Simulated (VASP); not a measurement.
# GeSb4Te4 (P-3m1) in VASP: a series of runs

The runs below take GeSb4Te4 through single point, with PBEsol.

Program: VASP 6.6.1. These are calculated values, not measurements. Logs are shortened: lines on timing, memory, paths and dates and some standing lists are left out, and cuts for length are marked.

## 1. The cell of the first run

It takes space group P-3m1 (No. 164, trigonal). The conventional cell has a = 3.925 Å, b = 3.925 Å, c = 15.646 Å, α = 90.00°, β = 90.00°, γ = 120.00°. Within 3.6 Å of Ge (site symmetry -3m) lie 6 Te at 2.73 Å. Sb (site symmetry 3m) has 3 Sb at 2.68 Å and 3 Te at 3.16 Å within 3.5 Å. Within 3.6 Å of Sb (site symmetry 3m) lie 6 Te at 2.76 to 2.90 Å. Within 3.6 Å of Te (site symmetry 3m) lie 3 Ge at 2.73 Å and 3 Sb at 2.90 Å. Te (site symmetry 3m) has 6 Sb at 2.76 to 3.16 Å within 3.6 Å.

## 2. Single point, PBEsol (strain -0.080 along x and y, -0.080 along z)

Input file INCAR:

```
SYSTEM = GeSb4Te4
PREC = Accurate ; ENCUT = 520
EDIFF = 1E-6 ; ISMEAR = 0
SIGMA = 0.15 ; LREAL = .FALSE.
LASPH = .TRUE. ; NELM = 80
ALGO = Normal ; ISIF = 2
LWAVE = .FALSE. ; LCHARG = .TRUE.
GGA = PS ; LELF = .TRUE.
LVHAR = .TRUE. ; NBANDS = 39
```

Input file KPOINTS:

```
regular mesh
0
G
  12 12 4
  0 0 0
```

Input file POSCAR:

```
GeSb4Te4
1.0
    3.9252812327      0.0000000000      0.0000000000
   -1.9626406163      3.3993932645      0.0000000000
    0.0000000000      0.0000000000     15.6461701214
Ge Sb Te
1 4 4
Direct
    0.0000000000      0.0000000000      0.0000000000
    0.3333333333      0.6666666667      0.5458633036
    0.6666666667      0.3333333333      0.4541366964
    0.6666666667      0.3333333333      0.7873570402
    0.3333333333      0.6666666667      0.2126429598
    0.3333333333      0.6666666667      0.9032211307
    0.6666666667      0.3333333333      0.0967788693
    0.0000000000      0.0000000000      0.6867444281
    0.0000000000      0.0000000000      0.3132555719
```

Potentials or basis: VASP PAW PBE potentials, release 64 (Ge_d, Sb, Te).

On the command line:

```console
$ cat potpaw_PBE.64/Ge_d/POTCAR potpaw_PBE.64/Sb/POTCAR potpaw_PBE.64/Te/POTCAR > POTCAR
$ mpirun -np 1 vasp_std > vasp.out
```

OUTCAR:

```text
SYSTEM = GeSb4Te4
   PREC = Accurate
   ENCUT = 520
   EDIFF = 1E-6
   ISMEAR = 0
   LREAL = .FALSE.
   LASPH = .TRUE.
   NELM = 80
   ISIF = 2
   GGA = PS

 ion  position               nearest neighbor table
   1  0.000  0.000  0.000-   6 2.73   7 2.73   6 2.73   7 2.73   7 2.73   6 2.73
   2  0.333  0.667  0.546-   3 2.68   3 2.68   3 2.68   8 3.16   8 3.16   8 3.16
   3  0.667  0.333  0.454-   2 2.68   2 2.68   2 2.68   9 3.16   9 3.16   9 3.16
   4  0.667  0.333  0.787-   8 2.76   8 2.76   8 2.76   6 2.90   6 2.90   6 2.90
   5  0.333  0.667  0.213-   9 2.76   9 2.76   9 2.76   7 2.90   7 2.90   7 2.90
   6  0.333  0.667  0.903-   1 2.73   1 2.73   1 2.73   4 2.90   4 2.90   4 2.90
   7  0.667  0.333  0.097-   1 2.73   1 2.73   1 2.73   5 2.90   5 2.90   5 2.90
   8  0.000  0.000  0.687-   4 2.76   4 2.76   4 2.76   2 3.16   2 3.16   2 3.16
   9  0.000  0.000  0.313-   5 2.76   5 2.76   5 2.76   3 3.16   3 3.16   3 3.16

  LATTYP: Found a hexagonal cell.
 ALAT       =     3.9252812327
 C/A-ratio  =     3.9859997778

  Lattice vectors:

 A1 = (   3.9252812327,   0.0000000000,   0.0000000000)
 A2 = (  -1.9626406163,   3.3993932645,   0.0000000000)
 A3 = (   0.0000000000,   0.0000000000,  15.6461701214)

Analysis of symmetry for initial positions (statically):
=====================================================================
 Subroutine PRICEL returns:
 Original cell was already a primitive cell.

 Routine SETGRP: Setting up the symmetry group for a
 hexagonal supercell.

 Subroutine GETGRP returns: Found 12 space group operations
 (whereof 12 operations were pure point group operations)
 out of a pool of 24 trial point group operations.

The static configuration has the point symmetry D_3d.

Analysis of symmetry for dynamics (positions and initial velocities):
=====================================================================
 Subroutine PRICEL returns:
 Original cell was already a primitive cell.

 Routine SETGRP: Setting up the symmetry group for a
 hexagonal supercell.

 Subroutine GETGRP returns: Found 12 space group operations
 (whereof 12 operations were pure point group operations)
 out of a pool of 24 trial point group operations.

The dynamic configuration has the point symmetry D_3d.

 Subroutine INISYM returns: Found 12 space group operations
 (whereof 12 operations are pure point group operations),
 and found     1 'primitive' translations

----------------------------------------------------------------------------------------

                                     Primitive cell

  volume of cell :     208.7758

  direct lattice vectors                    reciprocal lattice vectors
     3.925281233  0.000000000  0.000000000     0.254758816  0.147085071  0.000000000
    -1.962640616  3.399393265  0.000000000     0.000000000  0.294170142  0.000000000
     0.000000000  0.000000000 15.646170121     0.000000000  0.000000000  0.063913405

  length of vectors
     3.925281233  3.925281233 15.646170121     0.294170142  0.294170142  0.063913405

  position of ions in fractional coordinates (direct lattice)
     0.000000000  0.000000000  0.000000000
     0.333333333  0.666666667  0.545863304
     0.666666667  0.333333333  0.454136696
     0.666666667  0.333333333  0.787357040
     0.333333333  0.666666667  0.212642960
     0.333333333  0.666666667  0.903221131
     0.666666667  0.333333333  0.096778869
     0.000000000  0.000000000  0.686744428
     0.000000000  0.000000000  0.313255572

  ion indices of the primitive-cell ions
   primitive index   ion index
                 1           1
                 2           2
                 3           3
                 4           4
                 5           5
                 6           6
                 7           7
                 8           8
                 9           9

----------------------------------------------------------------------------------------

 KPOINTS: regular mesh

Automatic generation of k-mesh.
 Grid dimensions read from file:
 generate k-points for:   12   12    4

 Generating k-lattice:

  Cartesian coordinates                     Fractional coordinates (reciprocal lattice)
     0.021229901  0.012257089  0.000000000     0.083333333  0.000000000  0.000000000
     0.000000000  0.024514179  0.000000000     0.000000000  0.083333333  0.000000000
     0.000000000  0.000000000  0.015978351     0.000000000  0.000000000  0.250000000

  Length of vectors
     0.024514179  0.024514179  0.015978351

  Shift w.r.t. Gamma in fractional coordinates (k-lattice)
     0.000000000  0.000000000  0.000000000

 Subroutine IBZKPT returns following result:
 ===========================================

 Found     69 irreducible k-points:

 Following reciprocal coordinates:
            Coordinates               Weight
  0.000000  0.000000  0.000000      1.000000
  0.083333 -0.000000  0.000000      6.000000
  0.166667 -0.000000  0.000000      6.000000
  0.250000  0.000000  0.000000      6.000000
  0.333333  0.000000  0.000000      6.000000
  0.416667 -0.000000  0.000000      6.000000
[... 16 lines left out ...]
  0.166667 -0.000000  0.250000      6.000000
  0.000000  0.166667  0.250000      6.000000
 [... further k-points ...]
   k-points           NKPTS =     69   k-points in BZ     NKDIM =     69   number of bands    NBANDS=     39
   number of dos      NEDOS =    301   number of ions     NIONS =      9
   total plane-waves  NPLWV = 108000
   dimension x,y,z NGX =    30 NGY =   30 NGZ =  120
   dimension x,y,z NGXF=    60 NGYF=   60 NGZF=  240
   ions per type =               1   4   4
   NGX,Y,Z   is equivalent  to a cutoff of  12.71, 12.71, 12.75 a.u.
   NGXF,Y,Z  is equivalent  to a cutoff of  25.41, 25.41, 25.50 a.u.
 SYSTEM =  GeSb4Te4
   PREC   = accura    normal or accurate (medium, high low for compatibility)
   ISTART =      0    job   : 0-new  1-cont  2-samecut
   ICHARG =      2    charge: 1-file 2-atom 10-const
   ISPIN  =      1    spin polarized calculation?
   LNONCOLLINEAR =      F non collinear calculations
   LSORBIT =      F    spin-orbit coupling
   LASPH  =      T    aspherical Exc in radial PAW
   ENCUT  =  520.0 eV  38.22 Ry    6.18 a.u.   7.30  7.30 29.09*2*pi/ulx,y,z
   NELM   =     80;   NELMIN=  2; NELMDL= -5     # of ELM steps
   EDIFF  = 0.1E-05   stopping-criterion for ELM
   LREAL  =      F    real-space projection
   EDIFFG = 0.1E-04   stopping-criterion for IOM
   NSW    =      0    number of steps for IOM
   IBRION =     -1    ionic relax: 0-MD 1-quasi-New 2-CG
   NFREE  =      0    steps in history (QN), initial steepest desc. (CG)
   ISIF   =      2    stress and relaxation
   ISYM   =      2    0-nonsym 1-usesym 2-fastsym
   POTIM  = 0.5000    time-step for ionic-motion
   TEBEG  =    0.0;   TEEND  =   0.0 temperature during run
   PSTRESS=    0.0 pullay stress
   NELECT =      58.0000    total number of electrons
   NUPDOWN=      -1.0000    fix difference up-down
   EMIN   =  10.00;   EMAX   =-10.00  energy-range for DOS
   EFERMI =   0.00;   METHOD = LEGACY
   ISMEAR =     0;   SIGMA  =   0.15  broadening in eV -4-tet -1-fermi 0-gaus
   EFERMI_NEDOS =   21; number of points for ismear=-14 and -15
   IALGO  =     38    algorithm
   IMIX   =      4    mixing-type and parameters
     AMIX     =   0.40;   BMIX     =  1.00
     AMIX_MAG =   1.60;   BMIX_MAG =  1.00
  volume/ion in A,a.u.               =      23.20       156.54
  Fermi-wavevector in a.u.,A,eV,Ry     =   1.068212  2.018628 15.525291  1.141077
  Thomas-Fermi vector in A             =   2.203853
   LORBIT       =      0    0 simple, 1 ext, 2 COOP (PROOUT), +10 PAW based schemes
   GGA     = PS    functional components
   LHFCALC =     F    Hartree Fock is set to
   AEXX    =    0.0000 exact exchange contribution
   IVDW    =     0    specifies the selected vdW correction
   LEPSILON=     F    determine dielectric tensor
   LRPA    =     F    only Hartree local field effects (RPA)
 non-spin polarized calculation
 Gauss-broadening in eV      SIGMA  =   0.15
  energy-cutoff  :      520.00
  volume of cell :      208.78
 maximum number of plane-waves:      5674
 NGX is ok and might be reduce to    30
   NGX = 15   NGY = 15   NGZ = 59

 number of electron      58.0000016 magnetization

 Free energy of the ion-electron system (eV)
  ---------------------------------------------------
  ext. energy  EPLUGINS =         0.00000000
  ---------------------------------------------------
  free energy    TOTEN  =       -34.32698145 eV

  energy without entropy =      -34.30950132  energy(sigma->0) =      -34.31824138

 E-fermi :  10.5444     XC(G=0): -10.8252

 val. band max:       10.5144100750   @ k =   0.5000   0.0000   0.0000
 cond. band min:      10.5571626550   @ k =   0.2500   0.0000   0.2500
 fundamental gap:      0.0427525799
 Fermi energy:        10.5443610521

 k-point     1 :       0.0000    0.0000    0.0000
  band No.  band energies     occupation
      1     -14.5834      2.00000
      2     -14.5834      2.00000
      3     -14.5646      2.00000
      4     -14.5593      2.00000
      5     -14.5593      2.00000
      6      -5.3142      2.00000
[... 31 lines left out ...]
     38      12.3237      0.00000
     39      12.9816      0.00000

 k-point     2 :       0.0833   -0.0000    0.0000
  band No.  band energies     occupation
      1     -14.5841      2.00000
      2     -14.5832      2.00000
      3     -14.5642      2.00000
      4     -14.5594      2.00000
      5     -14.5590      2.00000
      6      -5.2289      2.00000
[... 913 lines left out ...]
     38      13.5492      0.00000
     39      13.5738      0.00000

 k-point    24 :       0.0000    0.1667    0.2500
  band No.  band energies     occupation
      1     -14.5861      2.00000
      2     -14.5827      2.00000
      3     -14.5634      2.00000
      4     -14.5597      2.00000
      5     -14.5582      2.00000
      6      -4.9579      2.00000
[... 31 lines left out ...]
     38      13.2208      0.00000
     39      13.4125      0.00000

 [... further k-points ...]

------------------------ aborting loop because EDIFF is reached ----------------------------------------

  FORCE on cell =-STRESS in cart. coord.  units (eV):
  Direction    XX          YY          ZZ          XY          YZ          ZX
  --------------------------------------------------------------------------------------
  -------------------------------------------------------------------------------------
  Total       32.4307608     32.4307608     32.8490290      0.0000000      0.0000000      0.0000000
  in kB      248.8785593    248.8785593    252.0884127      0.0000000      0.0000000      0.0000000
  external PRESSURE =     249.9485104 kB  Pullay stress =       0.0000000 kB

 VOLUME and BASIS-vectors are now :
 -----------------------------------------------------------------------------
  energy-cutoff  :      520.00
  volume of cell :      208.78
      direct lattice vectors                 reciprocal lattice vectors
     3.925281233  0.000000000  0.000000000     0.254758816  0.147085071  0.000000000
    -1.962640616  3.399393265  0.000000000     0.000000000  0.294170142  0.000000000
     0.000000000  0.000000000 15.646170121     0.000000000  0.000000000  0.063913405

 POSITION                                       TOTAL-FORCE (eV/Angst)
 -----------------------------------------------------------------------------------
      0.00000      0.00000      0.00000         0.000000      0.000000      0.000000
     -0.00000      2.26626      8.54067         0.000000     -0.000000      2.087507
      1.96264      1.13313      7.10550        -0.000000      0.000000     -2.087507
      1.96264      1.13313     12.31912         0.000000     -0.000000      0.985701
     -0.00000      2.26626      3.32705         0.000000      0.000000     -0.985701
     -0.00000      2.26626     14.13195        -0.000000      0.000000      0.205477
      1.96264      1.13313      1.51422        -0.000000     -0.000000     -0.205477
      0.00000      0.00000     10.74492         0.000000      0.000000     -1.995109
      0.00000      0.00000      4.90125         0.000000      0.000000      1.995109
 -----------------------------------------------------------------------------------
    total drift:                                0.000000      0.000000     -0.000000

  FREE ENERGIE OF THE ION-ELECTRON SYSTEM (eV)
  ---------------------------------------------------
  free  energy   TOTEN  =       -34.3269814457 eV

  energy  without entropy=      -34.3095013202  energy(sigma->0) =      -34.31824138
```

Wall time 7.5 min (1 thread of Intel Xeon 6975P-C (Granite Rapids), shared host); peak memory 0.66 GiB.

What came out:

| Property | Result |
| --- | --- |
| Free energy | -34.3270 eV |
| Pressure | 25.0 GPa |
| Largest force | 2.088 eV/Å |
| Band gap on the k mesh | zero (bands 29 and 30 overlap by 0.71 eV) |

Forces in eV/Å, atoms in the order of the input:
```
Ge   0.000  0.000  0.000
Sb   0.000  0.000  2.088
Sb   0.000  0.000 -2.088
Sb   0.000  0.000  0.986
Sb   0.000  0.000 -0.986
Te   0.000  0.000  0.205
Te   0.000  0.000 -0.205
Te   0.000  0.000 -1.995
Te   0.000  0.000  1.995
```

Caveat: the cell differs from its parent crystal (strain -0.080 along x and y, -0.080 along z); the cell stands under pressure; the PAW data sets were made with another functional, which shifts forces and pressure a little; spin-orbit coupling is left out, which moves the levels of the heavy elements.

## 3. Single point, PBEsol (strain -0.080 along x and y, -0.040 along z)

Input file INCAR:

```
SYSTEM = GeSb4Te4
PREC = Accurate
ENCUT = 520
EDIFF = 1E-6
ISMEAR = 0
SIGMA = 0.15
LREAL = .False.
LASPH = .True.
NELM = 80
ALGO = Normal
ISIF = 2
LWAVE = .False.
LCHARG = .True.
GGA = PS
LELF = .True.
LVHAR = .True.
NBANDS = 39
```

Input file KPOINTS:

```
regular mesh
0
Gamma
  12 12 4
  0 0 0
```

POSCAR, as its differences from that of step 2:

```diff
@@ -4,3 +4,3 @@
    -1.9626406163      3.3993932645      0.0000000000
-    0.0000000000      0.0000000000     15.6461701214
+    0.0000000000      0.0000000000     16.3264383876
 Ge Sb Te
```

Potentials or basis: VASP PAW PBE potentials, release 64 (Ge_d, Sb, Te).

On the command line:

```console
$ cat potpaw_PBE.64/Ge_d/POTCAR potpaw_PBE.64/Sb/POTCAR potpaw_PBE.64/Te/POTCAR > POTCAR
$ mpirun -np 1 vasp_std > vasp.out
```

OUTCAR:

```text
SYSTEM = GeSb4Te4
   PREC = Accurate
   ENCUT = 520
   EDIFF = 1E-6
   ISMEAR = 0
   LREAL = .False.
   LASPH = .True.
   NELM = 80
   ISIF = 2
   GGA = PS

 ion  position               nearest neighbor table
   1  0.000  0.000  0.000-   6 2.76   7 2.76   6 2.76   7 2.76   7 2.76   6 2.76
   2  0.333  0.667  0.546-   3 2.72   3 2.72   3 2.72   8 3.23   8 3.23   8 3.23
   3  0.667  0.333  0.454-   2 2.72   2 2.72   2 2.72   9 3.23   9 3.23   9 3.23
   4  0.667  0.333  0.787-   8 2.80   8 2.80   8 2.80   6 2.95   6 2.95   6 2.95
   5  0.333  0.667  0.213-   9 2.80   9 2.80   9 2.80   7 2.95   7 2.95   7 2.95
   6  0.333  0.667  0.903-   1 2.76   1 2.76   1 2.76   4 2.95   4 2.95   4 2.95
   7  0.667  0.333  0.097-   1 2.76   1 2.76   1 2.76   5 2.95   5 2.95   5 2.95
   8  0.000  0.000  0.687-   4 2.80   4 2.80   4 2.80   2 3.23   2 3.23   2 3.23
[... 1229 lines left out ...]
 -----------------------------------------------------------------------------
  energy-cutoff  :      520.00
  volume of cell :      217.85
      direct lattice vectors                 reciprocal lattice vectors
     3.925281233  0.000000000  0.000000000     0.254758816  0.147085071  0.000000000
    -1.962640616  3.399393265  0.000000000     0.000000000  0.294170142  0.000000000
     0.000000000  0.000000000 16.326438388     0.000000000  0.000000000  0.061250346

 POSITION                                       TOTAL-FORCE (eV/Angst)
 -----------------------------------------------------------------------------------
      0.00000      0.00000      0.00000         0.000000      0.000000      0.000000
     -0.00000      2.26626      8.91200         0.000000      0.000000      1.720117
      1.96264      1.13313      7.41443         0.000000     -0.000000     -1.720117
      1.96264      1.13313     12.85474        -0.000000      0.000000      0.826264
     -0.00000      2.26626      3.47170         0.000000     -0.000000     -0.826264
     -0.00000      2.26626     14.74638        -0.000000      0.000000      0.154074
      1.96264      1.13313      1.58005         0.000000     -0.000000     -0.154074
      0.00000      0.00000     11.21209        -0.000000     -0.000000     -1.631563
      0.00000      0.00000      5.11435         0.000000      0.000000      1.631563
 -----------------------------------------------------------------------------------
    total drift:                                0.000000      0.000000     -0.000000

  FREE ENERGIE OF THE ION-ELECTRON SYSTEM (eV)
  ---------------------------------------------------
  free  energy   TOTEN  =       -35.5660934711 eV

  energy  without entropy=      -35.5497723351  energy(sigma->0) =      -35.55793290
```

OSZICAR:

```text
N       E                     dE             d eps       ncg     rms          rms(c)
DAV:   1     0.460616270842E+03    0.46062E+03   -0.22094E+04  6588   0.174E+03
DAV:   2     0.275418425803E+02   -0.43307E+03   -0.41676E+03  6132   0.464E+02
DAV:   3    -0.324579164902E+02   -0.60000E+02   -0.58065E+02  6420   0.118E+02
DAV:   4    -0.357191595672E+02   -0.32612E+01   -0.32247E+01  6698   0.325E+01
DAV:   5    -0.358172191523E+02   -0.98060E-01   -0.97930E-01  7117   0.591E+00    0.183E+01
DAV:   6    -0.356123832319E+02    0.20484E+00   -0.34384E-01  7306   0.343E+00    0.111E+01
DAV:   7    -0.356555289303E+02   -0.43146E-01   -0.66631E-01  7769   0.444E+00    0.172E+00
DAV:   8    -0.355677761683E+02    0.87753E-01   -0.49430E-01  7235   0.359E+00    0.608E-01
DAV:   9    -0.355661574092E+02    0.16188E-02   -0.40939E-02  6182   0.955E-01    0.472E-01
DAV:  10    -0.355664386811E+02   -0.28127E-03   -0.60659E-03  7094   0.295E-01    0.357E-01
DAV:  11    -0.355660932261E+02    0.34545E-03   -0.10757E-03  6761   0.164E-01    0.146E-01
DAV:  12    -0.355660959919E+02   -0.27657E-05   -0.45568E-04  6702   0.842E-02    0.289E-02
DAV:  13    -0.355660943257E+02    0.16662E-05   -0.25401E-05  6498   0.247E-02    0.237E-02
DAV:  14    -0.355660934711E+02    0.85462E-06   -0.25275E-06  5289   0.738E-03
   1 F= -.35566093E+02 E0= -.35557933E+02  d E =-.163211E-01
```

It took 6.2 min on 1 thread of Intel Xeon 6975P-C (Granite Rapids), shared host; peak memory 0.69 GiB.

Results:

```yaml
Free_energy: -35.5661 eV
Pressure: 18.7 GPa
Largest_force: 1.720 eV/Å
Band_gap_on_the_k_mesh: zero (bands 29 and 30 overlap by 0.70 eV)
```

Forces on the atoms (eV/Å):
```
Ge   0.000  0.000  0.000
Sb   0.000  0.000  1.720
Sb   0.000  0.000 -1.720
Sb   0.000  0.000  0.826
Sb   0.000  0.000 -0.826
Te   0.000  0.000  0.154
Te   0.000  0.000 -0.154
Te   0.000  0.000 -1.632
Te   0.000  0.000  1.632
```

Caveat: the cell differs from its parent crystal (strain -0.080 along x and y, -0.040 along z); the cell stands under pressure; the PAW data sets were made with another functional, which shifts forces and pressure a little; spin-orbit coupling is left out, which moves the levels of the heavy elements.
